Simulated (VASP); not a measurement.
Be, 2 atoms in the cell. It takes space group P6_3/mmc (No. 194, hexagonal). Conventional cell: a = 2.231 Å, b = 2.231 Å, c = 3.505 Å, α = 90.00°, β = 90.00°, γ = 120.00°. Within 2.9 Å of Be (site symmetry -6m2) lie 12 Be at 2.17 to 2.23 Å. 

| Property | Result |
| --- | --- |
| Program | VASP 6.6.1 |
| Task | single point |
| Functional | LDA |
| Potentials or basis | VASP PAW LDA potentials, release 64 (Be) |
| Cutoff | 600 eV |
| k mesh | 20 × 20 × 12 |
| Occupations | gaussian, width 0.05 eV |
| Spin | no spin polarisation |
| Dipole correction | no |
| Further INCAR settings | ALGO = Normal; EDIFF = 1e-06; NBANDS = 9 |

Potentials or basis: VASP PAW LDA potentials, release 64 (Be).

Launch:

```bash
$ cat potpaw_LDA.64/Be/POTCAR > POTCAR
$ mpirun -np 1 vasp_std > vasp.out
```

Hardware: 1 thread of AMD EPYC 7R13 Processor (Zen 3), with other jobs on the host.

Problem. Estimate the wall time of this run.

Solution. Wall time 21 s on 1 thread of AMD EPYC 7R13 Processor (Zen 3) (shared host), peak memory 0.11 GiB. Counts: scf iterations 10, k points 308.
